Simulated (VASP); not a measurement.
Input of a VASP 6.6.1 run:

INCAR

```
SYSTEM = AsPH8C4S2O
PREC = Accurate
ENCUT = 520
EDIFF = 1E-6
ISMEAR = 0
SIGMA = 0.02
LREAL = Auto
LASPH = .TRUE.
NELM = 100
ALGO = Normal
ISIF = 2
LWAVE = .FALSE.
LCHARG = .FALSE.
GGA = PE
IVDW = 12
NBANDS = 75
```

File KPOINTS:

```
regular mesh
0
G
  4 4 2
  0 0 0
```

POSCAR

```
AsPH8C4S2O
1.0
    6.4675035326      0.0281767851      0.0276320834
    3.0805995003      6.0746252586     -0.0227729902
    2.0700041311      2.6950839596      9.8272020727
H P As C S O
16 2 2 8 4 2
Direct
    0.1842577088      0.4971157691      0.4710893023
    0.8157422912      0.5028842309      0.5289106977
    0.3736894930      0.2195513826      0.5568335361
    0.6263105070      0.7804486174      0.4431664639
    0.6710059372      0.1862576066      0.3688360660
    0.3289940628      0.8137423934      0.6311639340
    0.5911015459      0.4558116296      0.3955481069
    0.4088984541      0.5441883704      0.6044518931
    0.4219190447      0.8479760314      0.1983211964
    0.5780809553      0.1520239686      0.8016788036
    0.3236878951      0.8649887374      0.0449675081
    0.6763121049      0.1350112626      0.9550324919
   -0.0260034215      0.0588745406      0.1763389632
    1.0260034215      0.9411254594      0.8236610368
    0.0614092484      0.8351789577      0.3283329522
    0.9385907516      0.1648210423      0.6716670478
    0.4706454310      0.4846452879      0.1842954332
    0.5293545690      0.5153547121      0.8157045668
    0.1666965574      0.3944336187      0.1643622438
    0.8333034426      0.6055663813      0.8356377562
    0.3185128777      0.3325898209      0.4559912279
    0.6814871223      0.6674101791      0.5440087721
    0.5259177478      0.3552751215      0.3646057430
    0.4740822522      0.6447248785      0.6353942570
    0.3195171850      0.7942089333      0.1558068540
    0.6804828150      0.2057910667      0.8441931460
    0.0703869521      0.8736678463      0.2170704738
    0.9296130479      0.1263321537      0.7829295262
    0.1856772433      0.1985863510      0.3907387414
    0.8143227567      0.8014136490      0.6092612586
    0.9027260638      0.7545746704      0.1676083591
    0.0972739362      0.2454253296      0.8323916409
    0.6941300896      0.4018968045      0.0961788007
    0.3058699104      0.5981031955      0.9038211993
```

Potentials or basis: VASP PAW PBE potentials, release 64 (H, P, As, C, S, O).

Launch:

```console
$ cat potpaw_PBE.64/H/POTCAR potpaw_PBE.64/P/POTCAR potpaw_PBE.64/As/POTCAR potpaw_PBE.64/C/POTCAR potpaw_PBE.64/S/POTCAR potpaw_PBE.64/O/POTCAR > POTCAR
$ mpirun -np 1 vasp_std > vasp.out
```

(1) What does it give for the dispersion energy per atom?

(2) Estimate the pressure.

(3) Estimate the band gap on the k mesh.

(4) Estimate the largest force.

## Answers

(1) -0.113 eV.

(2) -0.1 GPa.

(3) 3.03 eV (least direct gap 3.11 eV).

(4) 0.092 eV/Å.
